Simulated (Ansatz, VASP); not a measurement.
One calculation of ZnS, two programs

```
Zn S
1.0
     3.89767    0.00000    0.00000
    -1.94884    3.37548    0.00000
     0.00000    0.00000   12.76555
Zn S
4 4
Cartesian
  1.9488 1.1252 9.5742
  0.0000 2.2503 3.1914
  0.0000 0.0000 6.3828
  0.0000 0.0000 0.0000
  1.9488 1.1252 11.9677
  0.0000 2.2503 5.5849
  0.0000 0.0000 8.7763
  0.0000 0.0000 2.3935
```

Alike in both runs: task single point; functional r2SCAN; k mesh 8 × 8 × 3; occupations fermi-dirac, width 0.05 eV; no spin polarisation.

```csv
,VASP,Ansatz
version,VASP 6.6.1,Ansatz 0.2.0
potentials or method,"VASP PAW PBE potentials, release 64 (Zn, S)",Ansatz PAW
plane-wave cutoff (eV),520,500
valence electrons in the cell,72,72
```

```tsv
	VASP	Ansatz	Ansatz less VASP
gap on the k mesh at the Fermi level (eV)	2.42	2.42	-0.005
least direct gap on the mesh (eV)	2.42	2.42	-0.005
pressure (GPa)	-4.7	-4.7	+0.02
traceless stress, the component that is largest in VASP (GPa)	-0.08	-0.10	-0.015
rms of the force components (eV/Å)	0.010	0.010	+0.0003
```

VASP's potentials were made for PBE, not for r2SCAN. Atom by atom the forces differ by 0.005 eV/Å (rms over components). The functional is the same, so the differences come from potentials, cutoffs and numerics.

Noted on Ansatz's run: odd divisions of the mesh miss points on the zone boundary, where band edges often lie, so the gap on the mesh can be too wide.
